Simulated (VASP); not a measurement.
# SiGe4 (Cmmm) in VASP: notebook, part 3 of 3

VASP 6.6.1. Earlier steps stand in the parts before.

### 4 Single point, PBE

This run uses another cell than the first one, of 26.73 Å³/atom, 1.031 times its volume.

Contents of INCAR:

```
PREC     = Accurate       # precision mode
ENCUT    = 520            # plane-wave cutoff, eV
EDIFF    = 1E-6           # SCF threshold, eV
ISMEAR   = 0              # smearing method
SIGMA    = 0.1            # smearing width, eV
LREAL    = False          # projectors in reciprocal space
LASPH    = True           # aspherical terms in the spheres
NELM     = 100            # most SCF steps
ALGO     = Normal         # electronic algorithm
ISIF     = 2              # what is computed and relaxed
LWAVE    = False          # write WAVECAR
LCHARG   = False          # write CHGCAR
GGA      = PE             # functional
NBANDS   = 38             # bands
```

Contents of KPOINTS:

```
regular mesh
0
Gamma
  4 4 6
```

Contents of POSCAR:

```
SiGe4
1.0
    2.3664247225     -5.0966560338      0.0000000000
    2.3664247225      5.0966560338      0.0000000000
    0.0000000000      0.0000000000      5.5409047983
Si Ge
1 4
Direct
    0.0000000000      0.0000000000      0.0000000000
    0.5000000000      0.5000000000      0.7265539023
    0.5000000000      0.5000000000      0.2734460977
    0.6988804106      0.3011195894      0.0000000000
    0.3011195894      0.6988804106      0.0000000000
```

Potentials or basis: VASP PAW PBE potentials, release 64 (Si, Ge_d).

Started as:

```console
$ cat potpaw_PBE.64/Si/POTCAR potpaw_PBE.64/Ge_d/POTCAR > POTCAR
$ mpirun -np 1 vasp_std > vasp.out
```

OUTCAR:

```text
PREC = Accurate
   ENCUT = 520
   EDIFF = 1E-6
   ISMEAR = 0
   LREAL = False
   LASPH = True
   NELM = 100
   ISIF = 2
   GGA = PE

 ion  position               nearest neighbor table
   1  0.000  0.000  0.000-   2 2.81   3 2.81   2 2.81   3 2.81
   2  0.500  0.500  0.727-   3 2.51   4 2.53   5 2.53   1 2.81   1 2.81
   3  0.500  0.500  0.273-   2 2.51   4 2.53   5 2.53   1 2.81   1 2.81
   4  0.699  0.301  0.000-   2 2.53   3 2.53   5 2.59   5 2.59
   5  0.301  0.699  0.000-   2 2.53   3 2.53   4 2.59   4 2.59

  LATTYP: Found a base centered orthorhombic cell.
 ALAT       =     4.7328494450
 B/A-ratio  =     2.1537368104
 C/A-ratio  =     1.1707333738

  Lattice vectors:

 A1 = (   2.3664247225,  -5.0966560338,   0.0000000000)
 A2 = (   2.3664247225,   5.0966560338,   0.0000000000)
 A3 = (   0.0000000000,   0.0000000000,   5.5409047983)

Analysis of symmetry for initial positions (statically):
=====================================================================
 Subroutine PRICEL returns:
 Original cell was already a primitive cell.

 Routine SETGRP: Setting up the symmetry group for a
 base centered orthorhombic supercell.

[... 169 lines left out ...]
  free energy    TOTEN  =       -21.20868730 eV

  energy without entropy =      -21.20430539  energy(sigma->0) =      -21.20649634

 E-fermi :   3.5204     XC(G=0):  -8.7709

 val. band max:        3.4787043456   @ k =  -0.2500   0.2500   0.3333
 cond. band min:       3.5336605366   @ k =   0.0000   0.0000   0.3333
 fundamental gap:      0.0549561909
 Fermi energy:         3.5203826077

 k-point     1 :       0.0000    0.0000    0.0000
  band No.  band energies     occupation
      1     -21.2090      2.00000
      2     -21.1797      2.00000
      3     -21.1723      2.00000
      4     -21.1701      2.00000
      5     -21.1582      2.00000
      6     -21.1561      2.00000
[... 973 lines left out ...]
     37       8.8623      0.00000
     38       8.9454      0.00000

 [... further k-points ...]
[... 5 lines left out ...]
  --------------------------------------------------------------------------------------
  -------------------------------------------------------------------------------------
  Total        0.1404470      0.1781278      0.0578287     -0.0000000      0.0000000      0.0000000
  in kB        1.6835819      2.1352738      0.6932102     -0.0000000      0.0000000      0.0000000
  external PRESSURE =       1.5040220 kB  Pullay stress =       0.0000000 kB

 VOLUME and BASIS-vectors are now :
 -----------------------------------------------------------------------------
  energy-cutoff  :      520.00
  volume of cell :      133.66
      direct lattice vectors                 reciprocal lattice vectors
     2.366424723 -5.096656034  0.000000000     0.211289206 -0.098103540  0.000000000
     2.366424723  5.096656034  0.000000000     0.211289206  0.098103540  0.000000000
     0.000000000  0.000000000  5.540904798     0.000000000  0.000000000  0.180475940

 POSITION                                       TOTAL-FORCE (eV/Angst)
 -----------------------------------------------------------------------------------
      0.00000      0.00000      0.00000         0.000000     -0.000000     -0.000000
      2.36642      0.00000      4.02577        -0.000000     -0.000000      0.029602
      2.36642      0.00000      1.51514         0.000000     -0.000000     -0.029602
      2.36642     -2.02725      0.00000        -0.000000      0.001133     -0.000000
      2.36642      2.02725      0.00000        -0.000000     -0.001133     -0.000000
 -----------------------------------------------------------------------------------
    total drift:                               -0.000000     -0.000000      0.000000

  FREE ENERGIE OF THE ION-ELECTRON SYSTEM (eV)
  ---------------------------------------------------
  free  energy   TOTEN  =       -21.2086872992 eV

  energy  without entropy=      -21.2043053881  energy(sigma->0) =      -21.20649634
```

OSZICAR:

```text
N       E                     dE             d eps       ncg     rms          rms(c)
DAV:   1     0.586783901682E+03    0.58678E+03   -0.29961E+04  2584   0.373E+03
DAV:   2     0.819908959961E+02   -0.50479E+03   -0.48888E+03  2128   0.908E+02
DAV:   3    -0.154728612661E+02   -0.97464E+02   -0.95605E+02  2368   0.212E+02
DAV:   4    -0.213669727462E+02   -0.58941E+01   -0.58697E+01  2512   0.600E+01
DAV:   5    -0.215166935841E+02   -0.14972E+00   -0.14968E+00  2476   0.106E+01    0.397E+00
DAV:   6    -0.212740285234E+02    0.24267E+00   -0.29142E-01  3108   0.584E+00    0.228E+00
DAV:   7    -0.212000778533E+02    0.73951E-01   -0.34540E-01  2380   0.544E+00    0.439E-01
DAV:   8    -0.212053821421E+02   -0.53043E-02   -0.61860E-02  2434   0.519E+00    0.193E-01
DAV:   9    -0.212070023892E+02   -0.16202E-02   -0.90526E-03  2656   0.208E+00    0.139E-01
DAV:  10    -0.212082631266E+02   -0.12607E-02   -0.30842E-03  2562   0.466E-01    0.481E-02
DAV:  11    -0.212086553400E+02   -0.39221E-03   -0.67862E-04  2364   0.229E-01    0.173E-02
DAV:  12    -0.212086662094E+02   -0.10869E-04   -0.69299E-05  2588   0.183E-01    0.786E-03
DAV:  13    -0.212086866910E+02   -0.20482E-04   -0.44055E-05  2318   0.957E-02    0.400E-03
DAV:  14    -0.212086872992E+02   -0.60811E-06   -0.55664E-06  2526   0.580E-02
   1 F= -.21208687E+02 E0= -.21206496E+02  d E =-.438191E-02
```

Wall time 2 min (1 thread of Intel Xeon Platinum 8259CL at 2.50GHz (Skylake/Cascade Lake), shared host); peak memory 0.31 GiB.

Results:

```
Free energy            : -21.2087 eV
Pressure               : 0.2 GPa
Largest force          : 0.030 eV/Å
Band gap on the k mesh : zero (band 30 reaches 4.77 eV, above the bottom of band 31 at 3.13 eV)
```

Forces on the atoms (eV/Å):
```
Si   0.000  0.000  0.000
Ge   0.000  0.000  0.030
Ge   0.000  0.000 -0.030
Ge   0.000  0.001  0.000
Ge   0.000 -0.001  0.000
```

Caveat: the k points lie up to 0.37 Å⁻¹ apart.

### 5 Relaxation of cell and atoms, PBE

This run uses another cell than the first one, of 13.46 Å³/atom, 0.519 times its volume.

Contents of INCAR:

```
SYSTEM = SiGe4
PREC = Accurate
ENCUT = 600
EDIFF = 1E-7
ISMEAR = 0
SIGMA = 0.1
LREAL = .False.
LASPH = .True.
NELM = 80
ALGO = Normal
ISIF = 3
LWAVE = .False.
LCHARG = .False.
GGA = PE
IBRION = 2
NSW = 90
EDIFFG = -0.04
```

Contents of KPOINTS:

```
regular mesh
0
Gamma
  4 4 6
  0 0 0
```

Contents of POSCAR:

```
SiGe4
1.0
    2.4336125100     -3.7825779500      0.0000000000
    2.4336125100      3.7825779500      0.0000000000
    0.0000000000      0.0000000000      3.6546509300
Si Ge
1 4
Direct
    0.0000000000      0.0000000000      0.0000000000
    0.5000000000      0.5000000000      0.7850408600
    0.5000000000      0.5000000000      0.2149591400
    0.6323153600      0.3676846400      0.0000000000
    0.3676846400      0.6323153600      0.0000000000
```

Started as:

```console
$ cat potpaw_PBE.64/Si/POTCAR potpaw_PBE.64/Ge_d/POTCAR > POTCAR
$ mpirun -np 1 vasp_std > vasp.out
```

It took 48 min on 1 thread of Intel Xeon Platinum 8259CL at 2.50GHz (Skylake/Cascade Lake), shared host; peak memory 0.23 GiB.

It converged, with:

| Property | Result |
| --- | --- |
| Free energy | -21.1023 eV |
| Relaxed volume | 26.40 Å³/atom |
| Relaxed cell | a = 5.640 Å, b = 5.640 Å, c = 5.450 Å, α = 90.00°, β = 90.00°, γ = 130.39° |
| Space group after relaxing (to 0.05 Å) | Cmmm (No. 65) |
| Energy gained by relaxing | 32998.5 meV/atom |
| Ionic steps | 51 |
| Pressure after relaxing | 0.0 GPa |
| Largest force after relaxing | 0.016 eV/Å |
| Band gap on the k mesh | zero (band 30 reaches 4.90 eV, above the bottom of band 31 at 3.19 eV) |

Forces on the atoms (eV/Å):
```
Si   0.000  0.000  0.000
Ge   0.000  0.000 -0.013
Ge   0.000  0.000  0.013
Ge   0.000 -0.016  0.000
Ge   0.000  0.016  0.000
```

Stress tensor (GPa, compression positive):
```
 0.12  0.00  0.00
 0.00 -0.16  0.00
 0.00  0.00  0.04
```

Step by step:
```csv
step,energy change (eV),largest force (eV/Å),pressure (GPa),volume (Å³)
1,0.0000,224.4378,676.93,67.28
3,590.6732,5.1910,-524.16,563.72
5,-59.5582,166.8918,407.25,76.39
7,-160.0186,6.7998,35.08,97.04
9,130.8642,1675.1622,475.95,146.53
11,-156.7357,21.0762,-3.47,181.35
13,-163.6029,5.7198,5.24,130.15
15,-164.6731,0.2364,-2.16,135.59
17,-164.7521,0.4222,-0.36,129.79
19,-164.8044,0.2997,0.91,125.93
21,-164.8232,0.2911,0.07,127.68
23,-164.8432,0.3082,-0.37,128.32
25,-164.8783,0.1126,0.36,126.93
27,-164.8821,0.1466,-0.01,127.86
29,-164.8872,0.1754,-0.40,128.74
31,-164.8952,0.4531,-0.68,129.88
33,-164.9010,0.2164,-0.47,129.26
35,-164.9053,0.6525,0.76,127.52
37,-164.9154,0.4841,0.36,128.16
39,-164.9185,0.4415,1.71,126.94
41,-164.9451,0.3998,0.91,128.14
43,-164.9539,0.4062,0.16,133.57
45,-164.9834,0.1448,0.21,131.85
47,-164.9877,0.1794,-0.28,132.87
49,-164.9914,0.0984,0.02,132.13
51,-164.9925,0.0163,0.00,132.02
```

Final structure:
```yaml
crystal:
  lattice:
    - [2.36579, -5.11938, 0.00000]
    - [2.36579, 5.11938, 0.00000]
    - [0.00000, 0.00000, 5.45029]
  atoms:
    - { symbol: Si, position: [0.00000, 0.00000, 0.00000] }
    - { symbol: Ge, position: [0.50000, 0.50000, 0.72738] }
    - { symbol: Ge, position: [0.50000, 0.50000, 0.27262] }
    - { symbol: Ge, position: [0.69934, 0.30066, 0.00000] }
    - { symbol: Ge, position: [0.30066, 0.69934, 0.00000] }
```

Levels at points of the mesh, in eV from the Fermi level:
| k point | band 26 | band 27 | band 28 | band 29 | band 30 | band 31 | band 32 | band 33 | band 34 | band 35 |
| --- | --- | --- | --- | --- | --- | --- | --- | --- | --- | --- |
| (0.00, 0.00, 0.00) | -3.58 | -3.50 | -2.91 | -2.51 | -0.72 | 0.41 | 1.46 | 1.68 | 2.17 | 3.62 |
| (0.50, 0.00, 0.00) | -4.71 | -2.16 | -2.04 | -1.27 | -0.46 | 0.73 | 1.38 | 2.45 | 3.18 | 3.97 |
| (0.50, 0.50, 0.00) | -4.58 | -2.76 | -1.53 | -0.51 | -0.28 | 1.18 | 1.30 | 1.38 | 2.08 | 2.44 |
| (0.00, 0.00, 0.50) | -3.12 | -2.88 | -2.45 | -1.95 | -1.77 | -0.33 | 0.59 | 1.18 | 1.92 | 4.56 |
| (0.50, 0.00, 0.50) | -3.25 | -2.39 | -1.69 | -0.79 | -0.73 | 1.35 | 1.60 | 3.04 | 3.42 | 3.94 |
| (0.50, 0.50, 0.50) | -3.71 | -1.49 | -0.88 | -0.70 | -0.47 | -0.16 | 0.90 | 1.43 | 1.48 | 3.12 |

Caveat: the k points lie up to 0.37 Å⁻¹ apart in the final cell; the volume moved by over 15 % at a fixed basis, so the end points are rough.

### 6 Overview

```csv
task,cell,k mesh,cutoff (eV),gap on the mesh (eV),pressure (GPa),largest force (eV/Å)
single point,"a = 5.360, b = 5.360, c = 5.562 Å, angles 90.0, 90.0, 125.8°, 5 atoms",10 × 10 × 8,520,none,0.0,0.01
single point,"a = 5.619, b = 5.619, c = 5.541 Å, angles 90.0, 90.0, 130.2°, 5 atoms",4 × 4 × 6,520,none,0.2,0.03
relaxation of cell and atoms,"relaxed from a = 4.498, b = 4.498, c = 3.655 Å, angles 90.0, 90.0, 114.5°, 5 atoms",4 × 4 × 6,600,none,0.0,0.02
```

Alike in all rows: level PBE; potentials or basis VASP PAW PBE potentials, release 64 (Si, Ge_d); no spin polarisation; smearing gaussian 0.1 eV.

Caveats: some runs use coarse meshes; the volume moved by over 15 % at a fixed basis, so the end points are rough (some runs).

Absolute energies hang on the potentials; compare differences alone.
